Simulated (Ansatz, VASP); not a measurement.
## Two plane-wave programs on Al5N

```
CELL_PARAMETERS angstrom
4.54439 0.00000 0.00000
-2.27220 3.93556 0.00000
0.00000 0.00000 5.32949
ATOMIC_POSITIONS crystal
Al 0.66667 0.33333 0.74562
Al 0.00000 0.00000 0.00000
Al 0.66667 0.33333 0.25438
Al 0.33333 0.66667 0.25438
Al 0.33333 0.66667 0.74562
N 0.00000 0.00000 0.50000
```

Change from the starting cell: species swapped into the BaSn5 type (P6/mmm, No. 191).

Alike in both runs: functional PBE; k mesh 6 × 6 × 4; occupations gaussian, width 0.1 eV; no spin polarisation.

Ansatz relaxed the structure, and its values are those at the end. VASP's run is a single point on that final structure, the one shown.

|  | VASP | Ansatz |
| --- | --- | --- |
| version | VASP 6.6.1 | Ansatz 0.2.0 |
| potentials or method | VASP PAW PBE potentials, release 64 (Al, N), cutoff 520 eV | scalar-relativistic, plane waves, PAW |
| valence electrons in the cell | 20 | 20 |

```tsv
	VASP	Ansatz	Ansatz less VASP
gap on the k mesh at the Fermi level (eV)	none	none	-
pressure (GPa)	0.1	0.1	+0.03
rms of the force components (eV/Å)	0.014	0.014	-0.0007
```

A gap of «none» marks a metal or a gap that the smearing closes. With one functional, cell and mesh, what is left measures potentials, basis and numerics.
